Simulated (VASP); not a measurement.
Input of a VASP 6.6.1 run:

File INCAR:

```
SYSTEM = Zn5CdS6
PREC     = Accurate       ! precision mode
ENCUT    = 520            ! plane-wave cutoff, eV
EDIFF    = 1E-7           ! SCF threshold, eV
ISMEAR   = 0              ! smearing method
SIGMA    = 0.1            ! smearing width, eV
LREAL    = .False.        ! projectors in reciprocal space
LASPH    = .True.         ! aspherical terms in the spheres
NELM     = 100            ! most SCF steps
ALGO     = Normal         ! electronic algorithm
ISIF     = 2              ! what is computed and relaxed
LWAVE    = .False.        ! write WAVECAR
LCHARG   = .False.        ! write CHGCAR
GGA      = PE             ! functional
NBANDS   = 66             ! bands
```

Contents of KPOINTS:

```
Automatic mesh
0
Gamma
  6 6 1
  0 0 0
```

Contents of POSCAR:

```
Zn5CdS6
1.0
    3.8331134100      0.0000000000      0.0000000000
   -1.9165567100      3.3195735900      0.0000000000
    0.0000000000      0.0000000000     18.7783439600
Zn Cd S
5 1 6
Direct
    0.0000000000      0.0000000000      0.0000000000
    0.6666666700      0.3333333300      0.6666666700
    0.0000000000      0.0000000000      0.5000000000
    0.3333333300      0.6666666700      0.3333333300
    0.6666666700      0.3333333300      0.1666666700
    0.3333333300      0.6666666700      0.8333333300
    0.0000000000      0.0000000000      0.8750000000
    0.3333333300      0.6666666700      0.7083333300
    0.6666666700      0.3333333300      0.5416666700
    0.0000000000      0.0000000000      0.3750000000
    0.3333333300      0.6666666700      0.2083333300
    0.6666666700      0.3333333300      0.0416666700
```

Potentials or basis: VASP PAW PBE potentials, release 64 (Zn, Cd, S).

The run is started by

```bash
$ cat potpaw_PBE.64/Zn/POTCAR potpaw_PBE.64/Cd/POTCAR potpaw_PBE.64/S/POTCAR > POTCAR
$ mpirun -np 1 vasp_std > vasp.out
```

(1) Predict the band gap on the k mesh.

(2) Estimate the pressure.

(3) Estimate the largest force.

Results:

(1) 1.86 eV.

(2) 5.4 GPa.

(3) 1.911 eV/Å.

Caveat: the cell stands under pressure; forces of over 1 eV/Å act on the atoms, so gaps and moduli don't describe the material at rest.
